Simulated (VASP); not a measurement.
# Au: single point with r2SCAN

The system is Au.

```
Au
1.0
     0.00000    2.04550    2.09664
     2.04550    0.00000    2.09664
     2.04550    2.04550    0.00000
Au
1
Direct
  0.00000 0.00000 0.00000
```

This cell differs from its parent crystal: strain +0.000 along x and y, +0.025 along z.

* Program: VASP 6.6.1
* Task: single point
* Functional: r2SCAN
* Potentials or basis: VASP PAW PBE potentials, release 64 (Au)
* Cutoff: 520 eV
* k mesh: 20 × 20 × 20
* Occupations: gaussian, width 0.15 eV
* Spin: no spin polarisation
* Dipole correction: no
* Further INCAR settings: ALGO = Normal; EDIFF = 1e-06; NBANDS = 12

```json
{
  "Pressure": "0.3 GPa"
}
```

Stress tensor (GPa, compression positive):
```
 0.53  0.00  0.00
 0.00  0.53  0.00
 0.00  0.00 -0.23
```

Levels at points of the mesh, in eV from the Fermi level:
```tsv
k point	band 3	band 4	band 5	band 6	band 7	band 8	band 9	band 10
(0.00, 0.00, 0.00)	-4.71	-4.71	-3.45	-3.21	15.37	19.03	19.40	19.40
(0.50, 0.00, 0.00)	-4.73	-2.19	-2.09	-0.65	3.03	14.80	17.46	17.99
(0.50, 0.50, 0.00)	-2.19	-1.83	-1.83	1.00	5.38	10.74	10.74	18.01
(0.50, 0.00, 0.50)	-2.21	-1.90	-1.72	1.42	5.97	10.29	10.31	17.62
```

Wall time 4.8 min on 1 thread of Intel(R) Xeon(R) Platinum 8259CL CPU @ 2.50GHz (Skylake/Cascade Lake), on a shared host, peak memory 0.25 GiB.

Caveat: the cell differs from its parent crystal (strain +0.000 along x and y, +0.025 along z); the PAW data sets were made with another functional, which shifts forces and pressure a little; spin-orbit coupling is left out, which moves the levels of the heavy elements.
